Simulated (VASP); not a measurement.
# PbS (Galena) (Fm-3m) in VASP: a series of runs, part 3 of 3

VASP 6.6.1. Earlier steps stand in the parts before.

### 4 Single point, PBEsol

INCAR

```
ALGO = Normal
EDIFF = 1E-6
ENCUT = 520
GGA = PS
ISIF = 2
ISMEAR = -1
LASPH = True
LCHARG = True
LELF = True
LREAL = False
LVHAR = True
LWAVE = False
NBANDS = 17
NELM = 60
PREC = Accurate
SIGMA = 0.05
```

KPOINTS

```
k-points
0
Gamma
  5 5 5
```

POSCAR

```
PbS
1.0
    0.0000000000      2.9657500000      2.9657500000
    2.9657500000      0.0000000000      2.9657500000
    2.9657500000      2.9657500000      0.0000000000
Pb S
1 1
Direct
    0.0000000000      0.0000000000      0.0000000000
    0.5000000000      0.5000000000      0.5000000000
```

Potentials or basis: VASP PAW PBE potentials, release 64 (Pb_d, S).

Started as:

```
> cat potpaw_PBE.64/Pb_d/POTCAR potpaw_PBE.64/S/POTCAR > POTCAR
> mpirun -np 1 vasp_std > vasp.out
```

OUTCAR:

```text
EDIFF = 1E-6
   ENCUT = 520
   GGA = PS
   ISIF = 2
   ISMEAR = -1
   LASPH = True
   LREAL = False
   NELM = 60
   PREC = Accurate

 ion  position               nearest neighbor table
   1  0.000  0.000  0.000-   2 2.97   2 2.97   2 2.97   2 2.97   2 2.97   2 2.97
   2  0.500  0.500  0.500-   1 2.97   1 2.97   1 2.97   1 2.97   1 2.97   1 2.97

  LATTYP: Found a face centered cubic cell.
 ALAT       =     5.9315000000

  Lattice vectors:

 A1 = (   0.0000000000,   2.9657500000,   2.9657500000)
 A2 = (   2.9657500000,   0.0000000000,   2.9657500000)
 A3 = (   2.9657500000,   2.9657500000,   0.0000000000)

Analysis of symmetry for initial positions (statically):
=====================================================================
 Subroutine PRICEL returns:
 Original cell was already a primitive cell.

 Routine SETGRP: Setting up the symmetry group for a
 face centered cubic supercell.

 Subroutine GETGRP returns: Found 48 space group operations
[... 9 lines left out ...]

 Routine SETGRP: Setting up the symmetry group for a
 face centered cubic supercell.

 Subroutine GETGRP returns: Found 48 space group operations
[... 11 lines left out ...]
                                     Primitive cell

  volume of cell :      52.1715

  direct lattice vectors                    reciprocal lattice vectors
     0.000000000  2.965750000  2.965750000    -0.168591419  0.168591419  0.168591419
     2.965750000  0.000000000  2.965750000     0.168591419 -0.168591419  0.168591419
     2.965750000  2.965750000  0.000000000     0.168591419  0.168591419 -0.168591419

  length of vectors
     4.194203873  4.194203873  4.194203873     0.292008903  0.292008903  0.292008903

  position of ions in fractional coordinates (direct lattice)
     0.000000000  0.000000000  0.000000000
     0.500000000  0.500000000  0.500000000

  ion indices of the primitive-cell ions
   primitive index   ion index
                 1           1
                 2           2

----------------------------------------------------------------------------------------

 KPOINTS: k-points

Automatic generation of k-mesh.
 Grid dimensions read from file:
 generate k-points for:    5    5    5

 Generating k-lattice:

  Cartesian coordinates                     Fractional coordinates (reciprocal lattice)
    -0.033718284  0.033718284  0.033718284     0.200000000  0.000000000  0.000000000
     0.033718284 -0.033718284  0.033718284     0.000000000  0.200000000  0.000000000
     0.033718284  0.033718284 -0.033718284     0.000000000  0.000000000  0.200000000

  Length of vectors
     0.058401781  0.058401781  0.058401781

  Shift w.r.t. Gamma in fractional coordinates (k-lattice)
     0.000000000  0.000000000  0.000000000

 Subroutine IBZKPT returns following result:
 ===========================================

 Found     10 irreducible k-points:

 Following reciprocal coordinates:
            Coordinates               Weight
  0.000000  0.000000  0.000000      1.000000
  0.200000  0.000000  0.000000      8.000000
  0.400000  0.000000  0.000000      8.000000
  0.200000  0.200000  0.000000      6.000000
  0.400000  0.200000  0.000000     24.000000
 -0.400000  0.200000  0.000000     24.000000
 -0.200000  0.200000  0.000000     12.000000
  0.400000  0.400000  0.000000      6.000000
 -0.400000  0.400000  0.000000     12.000000
 -0.400000  0.400000  0.200000     24.000000
   k-points           NKPTS =     10   k-points in BZ     NKDIM =     10   number of bands    NBANDS=     17
   number of dos      NEDOS =    301   number of ions     NIONS =      2
   total plane-waves  NPLWV =  32768
   dimension x,y,z NGX =    32 NGY =   32 NGZ =   32
   dimension x,y,z NGXF=    64 NGYF=   64 NGZF=   64
   ions per type =               1   1
   NGX,Y,Z   is equivalent  to a cutoff of  12.68, 12.68, 12.68 a.u.
   NGXF,Y,Z  is equivalent  to a cutoff of  25.37, 25.37, 25.37 a.u.
 SYSTEM =  unknown system
   PREC   = accura    normal or accurate (medium, high low for compatibility)
   ISTART =      0    job   : 0-new  1-cont  2-samecut
   ICHARG =      2    charge: 1-file 2-atom 10-const
   ISPIN  =      1    spin polarized calculation?
   LNONCOLLINEAR =      F non collinear calculations
   LSORBIT =      F    spin-orbit coupling
   LASPH  =      T    aspherical Exc in radial PAW
   ENCUT  =  520.0 eV  38.22 Ry    6.18 a.u.   7.80  7.80  7.80*2*pi/ulx,y,z
   NELM   =     60;   NELMIN=  2; NELMDL= -5     # of ELM steps
   EDIFF  = 0.1E-05   stopping-criterion for ELM
   LREAL  =      F    real-space projection
   EDIFFG = 0.1E-04   stopping-criterion for IOM
   NSW    =      0    number of steps for IOM
   IBRION =     -1    ionic relax: 0-MD 1-quasi-New 2-CG
   NFREE  =      0    steps in history (QN), initial steepest desc. (CG)
   ISIF   =      2    stress and relaxation
   ISYM   =      2    0-nonsym 1-usesym 2-fastsym
   POTIM  = 0.5000    time-step for ionic-motion
   TEBEG  =    0.0;   TEEND  =   0.0 temperature during run
   PSTRESS=    0.0 pullay stress
   NELECT =      20.0000    total number of electrons
   NUPDOWN=      -1.0000    fix difference up-down
   EMIN   =  10.00;   EMAX   =-10.00  energy-range for DOS
   EFERMI =   0.00;   METHOD = LEGACY
   ISMEAR =    -1;   SIGMA  =   0.05  broadening in eV -4-tet -1-fermi 0-gaus
   EFERMI_NEDOS =   21; number of points for ismear=-14 and -15
   IALGO  =     38    algorithm
   IMIX   =      4    mixing-type and parameters
     AMIX     =   0.40;   BMIX     =  1.00
     AMIX_MAG =   1.60;   BMIX_MAG =  1.00
  volume/ion in A,a.u.               =      26.09       176.04
  Fermi-wavevector in a.u.,A,eV,Ry     =   1.189251  2.247359 19.242973  1.414319
  Thomas-Fermi vector in A             =   2.325363
   LORBIT       =      0    0 simple, 1 ext, 2 COOP (PROOUT), +10 PAW based schemes
   GGA     = PS    functional components
   LHFCALC =     F    Hartree Fock is set to
   AEXX    =    0.0000 exact exchange contribution
   IVDW    =     0    specifies the selected vdW correction
   LEPSILON=     F    determine dielectric tensor
   LRPA    =     F    only Hartree local field effects (RPA)
 non-spin polarized calculation
  energy-cutoff  :      520.00
  volume of cell :       52.17
 maximum number of plane-waves:      1422
   NGX = 15   NGY = 15   NGZ = 15

 number of electron      19.9999998 magnetization

 Free energy of the ion-electron system (eV)
  ---------------------------------------------------
  ext. energy  EPLUGINS =         0.00000000
  ---------------------------------------------------
  free energy    TOTEN  =        -9.46998286 eV

  energy without entropy =       -9.46998214  energy(sigma->0) =       -9.46998250

 E-fermi :   5.8830     XC(G=0):  -9.8915

 val. band max:        5.2545981357   @ k =   0.4000   0.0000   0.0000
 cond. band min:       6.5026569505   @ k =   0.4000   0.0000   0.0000
 fundamental gap:      1.2480588147
 Fermi energy:         5.8829741342

 k-point     1 :       0.0000    0.0000    0.0000
  band No.  band energies     occupation
      1     -11.0626      2.00000
      2     -11.0626      2.00000
      3     -11.0626      2.00000
      4     -11.0498      2.00000
      5     -11.0498      2.00000
      6      -7.9241      2.00000
[... 9 lines left out ...]
     16      12.3281      0.00000
     17      14.1285      0.00000

 k-point     2 :       0.2000    0.0000    0.0000
  band No.  band energies     occupation
      1     -11.0641      2.00000
      2     -11.0641      2.00000
      3     -11.0611      2.00000
      4     -11.0429      2.00000
      5     -11.0429      2.00000
      6      -7.5880      2.00000
[... 9 lines left out ...]
     16      13.1651      0.00000
     17      16.5887      0.00000

 k-point     3 :       0.4000    0.0000    0.0000
  band No.  band energies     occupation
      1     -11.0806      2.00000
      2     -11.0806      2.00000
      3     -11.0598      2.00000
      4     -11.0176      2.00000
      5     -11.0176      2.00000
      6      -6.8372      2.00000
[... 112 lines left out ...]
 k-point     9 :      -0.4000    0.4000    0.0000
  band No.  band energies     occupation
      1     -11.1810      2.00000
      2     -11.0737      2.00000
      3     -11.0364      2.00000
      4     -11.0120      2.00000
      5     -11.0054      2.00000
      6      -6.2096      2.00000
[... 9 lines left out ...]
     16      16.9604      0.00000
     17      18.1194      0.00000

 k-point    10 :      -0.4000    0.4000    0.2000
  band No.  band energies     occupation
      1     -11.1511      2.00000
      2     -11.0582      2.00000
      3     -11.0521      2.00000
      4     -11.0283      2.00000
      5     -11.0066      2.00000
      6      -6.3219      2.00000
[... 9 lines left out ...]
     16      17.2203      0.00000
     17      17.3114      0.00000

------------------------ aborting loop because EDIFF is reached ----------------------------------------

  FORCE on cell =-STRESS in cart. coord.  units (eV):
  Direction    XX          YY          ZZ          XY          YZ          ZX
  --------------------------------------------------------------------------------------
  -------------------------------------------------------------------------------------
  Total       -0.3670120     -0.3670120     -0.3670120      0.0000000      0.0000000      0.0000000
  in kB      -11.2708636    -11.2708636    -11.2708636      0.0000000      0.0000000      0.0000000
  external PRESSURE =     -11.2708636 kB  Pullay stress =       0.0000000 kB

 VOLUME and BASIS-vectors are now :
 -----------------------------------------------------------------------------
  energy-cutoff  :      520.00
  volume of cell :       52.17
      direct lattice vectors                 reciprocal lattice vectors
     0.000000000  2.965750000  2.965750000    -0.168591419  0.168591419  0.168591419
     2.965750000  0.000000000  2.965750000     0.168591419 -0.168591419  0.168591419
     2.965750000  2.965750000  0.000000000     0.168591419  0.168591419 -0.168591419

 POSITION                                       TOTAL-FORCE (eV/Angst)
 -----------------------------------------------------------------------------------
      0.00000      0.00000      0.00000         0.000000      0.000000     -0.000000
      2.96575      2.96575      2.96575        -0.000000     -0.000000      0.000000
 -----------------------------------------------------------------------------------
    total drift:                                0.000000     -0.000000     -0.000000

  FREE ENERGIE OF THE ION-ELECTRON SYSTEM (eV)
  ---------------------------------------------------
  free  energy   TOTEN  =        -9.4699828631 eV

  energy  without entropy=       -9.4699821388  energy(sigma->0) =       -9.46998250
```

OSZICAR:

```text
N       E                     dE             d eps       ncg     rms          rms(c)
DAV:   1     0.155710790959E+03    0.15571E+03   -0.95815E+03   340   0.123E+03
DAV:   2     0.243300049323E+01   -0.15328E+03   -0.14812E+03   365   0.307E+02
DAV:   3    -0.955308335836E+01   -0.11986E+02   -0.11908E+02   439   0.914E+01
DAV:   4    -0.986034453048E+01   -0.30726E+00   -0.30668E+00   405   0.160E+01
DAV:   5    -0.986978942037E+01   -0.94449E-02   -0.94442E-02   504   0.268E+00    0.446E+00
DAV:   6    -0.947353432584E+01    0.39626E+00   -0.11446E+00   541   0.759E+00    0.305E+00
DAV:   7    -0.947051660796E+01    0.30177E-02   -0.10973E-01   390   0.170E+00    0.166E+00
DAV:   8    -0.947022268905E+01    0.29392E-03   -0.11615E-02   405   0.104E+00    0.172E-01
DAV:   9    -0.946991407852E+01    0.30861E-03   -0.23133E-03   517   0.362E-01    0.697E-02
DAV:  10    -0.946998153105E+01   -0.67453E-04   -0.19078E-04   405   0.882E-02    0.282E-02
DAV:  11    -0.946998298035E+01   -0.14493E-05   -0.11077E-05   470   0.314E-02    0.771E-03
DAV:  12    -0.946998286310E+01    0.11725E-06   -0.98995E-07   338   0.136E-02
   1 F= -.94699829E+01 E0= -.94699825E+01  d E =-.724277E-06
```

Run time: 5 s. Hardware: 1 thread of Intel Xeon 6975P-C (Granite Rapids), shared host; peak memory 0.17 GiB.

What came out:

| Item | Value |
| --- | --- |
| Free energy | -9.4700 eV |
| Pressure | -1.1 GPa |

Levels at points of the mesh, in eV from the Fermi level:
| k point | band 6 | band 7 | band 8 | band 9 | band 10 | band 11 | band 12 | band 13 | band 14 | band 15 |
| --- | --- | --- | --- | --- | --- | --- | --- | --- | --- | --- |
| (0.00, 0.00, 0.00) | -13.81 | -6.26 | -2.37 | -2.37 | -2.37 | 4.96 | 4.96 | 4.96 | 6.45 | 6.45 |

Caveat: this odd mesh misses L, where the gap lies, so gap, dielectric constants and Born charges aren't listed; the PAW data sets were made with another functional, which shifts forces and pressure a little; spin-orbit coupling is left out, which moves the levels of the heavy elements.

### 5 Single point, RPBE

INCAR

```
PREC     = Accurate       # precision mode
ENCUT    = 520            # plane-wave cutoff, eV
EDIFF    = 1E-7           # SCF threshold, eV
ISMEAR   = -1             # smearing method
SIGMA    = 0.05           # smearing width, eV
LREAL    = False          # projectors in reciprocal space
LASPH    = True           # aspherical terms in the spheres
NELM     = 80             # most SCF steps
ALGO     = Normal         # electronic algorithm
ISIF     = 2              # what is computed and relaxed
LWAVE    = False          # write WAVECAR
LCHARG   = True           # write CHGCAR
GGA      = RP             # functional
LELF     = True           # ELF
LVHAR    = True         
NBANDS   = 17             # bands
```

KPOINTS

```
regular mesh
0
Gamma
  5 5 5
```

POSCAR is that of step 4.

Started as:

```
> cat potpaw_PBE.64/Pb_d/POTCAR potpaw_PBE.64/S/POTCAR > POTCAR
> mpirun -np 1 vasp_std > vasp.out
```

Run time: 6.3 s. Hardware: 1 thread of Intel Xeon 6975P-C (Granite Rapids), shared host; peak memory 0.17 GiB.

Results (log left out):

```
Free energy : -8.0710 eV
Pressure    : 3.9 GPa
```

Levels at points of the mesh, in eV from the Fermi level:
```
           k point  band 6  band 7  band 8  band 9  band 10  band 11  band 12  band 13  band 14  band 15
(0.00, 0.00, 0.00)  -13.89   -6.30   -2.49   -2.49    -2.49     4.97     4.97     4.97     6.47     6.47
```

Caveat: this odd mesh misses L, where the gap lies, so gap, dielectric constants and Born charges aren't listed; the PAW data sets were made with another functional, which shifts forces and pressure a little; spin-orbit coupling is left out, which moves the levels of the heavy elements.

### 6 Overview

| level | potentials or basis | pressure (GPa) |
| --- | --- | --- |
| LDA | VASP PAW LDA potentials, release 64 (Pb_d, S) | -2.8 |
| PBE | VASP PAW PBE potentials, release 64 (Pb_d, S) | 1.9 |
| PBEsol | VASP PAW PBE potentials, release 64 (Pb_d, S) | -1.1 |
| RPBE | VASP PAW PBE potentials, release 64 (Pb_d, S) | 3.9 |

Alike in all rows: task single point; no spin polarisation; cell as given; k mesh 5 × 5 × 5; cutoff (eV) 520; smearing fermi-dirac 0.05 eV.

Caveats: spin-orbit coupling is left out, which moves the levels of the heavy elements; the PAW data sets were made with another functional, which shifts forces and pressure a little (some runs).

Absolute energies hang on the potentials; compare differences alone.
